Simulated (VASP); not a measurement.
A run of VASP 6.6.1 is set up as follows.

INCAR

```
AGGAC    = 1.0          
AGGAX    = 1.0          
ALDAC    = 0.0          
ALDAX    = 1.0          
ALGO     = Normal         # electronic algorithm
EDIFF    = 1E-6           # SCF threshold, eV
ENCUT    = 520            # plane-wave cutoff, eV
GGA      = B5             # functional
ISIF     = 2              # what is computed and relaxed
ISMEAR   = -1             # smearing method
LASPH    = T              # aspherical terms in the spheres
LCHARG   = F              # write CHGCAR
LREAL    = F              # projectors in reciprocal space
LWAVE    = F              # write WAVECAR
NBANDS   = 52             # bands
NELM     = 60             # most SCF steps
PREC     = Accurate       # precision mode
SIGMA    = 0.1            # smearing width, eV
```

The input KPOINTS:

```
k-points
0
Gamma
  7 7 7
```

The input POSCAR:

```
K2NaGeF6
1.0
    0.0000000000      4.3065300000      4.3065300000
    4.3065300000      0.0000000000      4.3065300000
    4.3065300000      4.3065300000      0.0000000000
K Ge Na F
2 1 1 6
Direct
    0.2500000000      0.2500000000      0.2500000000
    0.7500000000      0.7500000000      0.7500000000
    0.0000000000      0.0000000000      0.0000000000
    0.5000000000      0.5000000000      0.5000000000
    0.7710000000      0.2290000000      0.2290000000
    0.2290000000      0.7710000000      0.2290000000
    0.2290000000      0.7710000000      0.7710000000
    0.7710000000      0.2290000000      0.7710000000
    0.2290000000      0.2290000000      0.7710000000
    0.7710000000      0.7710000000      0.2290000000
```

Potentials or basis: VASP PAW PBE potentials, release 64 (K_sv, Ge_d, Na_pv, F).

Run with:

```sh
$ cat potpaw_PBE.64/K_sv/POTCAR potpaw_PBE.64/Ge_d/POTCAR potpaw_PBE.64/Na_pv/POTCAR potpaw_PBE.64/F/POTCAR > POTCAR
$ mpirun -np 1 vasp_std > vasp.out
```

**Question.** Estimate the band gap on the k mesh.

**Answer.** Zero (an odd number of electrons rules out a gap without spin polarisation).

**Question.** Estimate the pressure.

**Answer.** 2.6 GPa.

**Question.** Estimate the largest force.

**Answer.** 0.839 eV/Å.

Forces on the atoms (eV/Å):
```
K    0.000  0.000  0.000
K    0.000  0.000  0.000
Ge   0.000  0.000  0.000
Na   0.000  0.000  0.000
F    0.839  0.000  0.000
F    0.000  0.839  0.000
F   -0.839  0.000  0.000
F    0.000 -0.839  0.000
F    0.000  0.000  0.839
F    0.000  0.000 -0.839
```

Caveat: the PAW data sets were made with another functional, which shifts forces and pressure a little; an odd number of electrons without spin polarisation forces a metal; a magnetic or distorted state may lie lower.
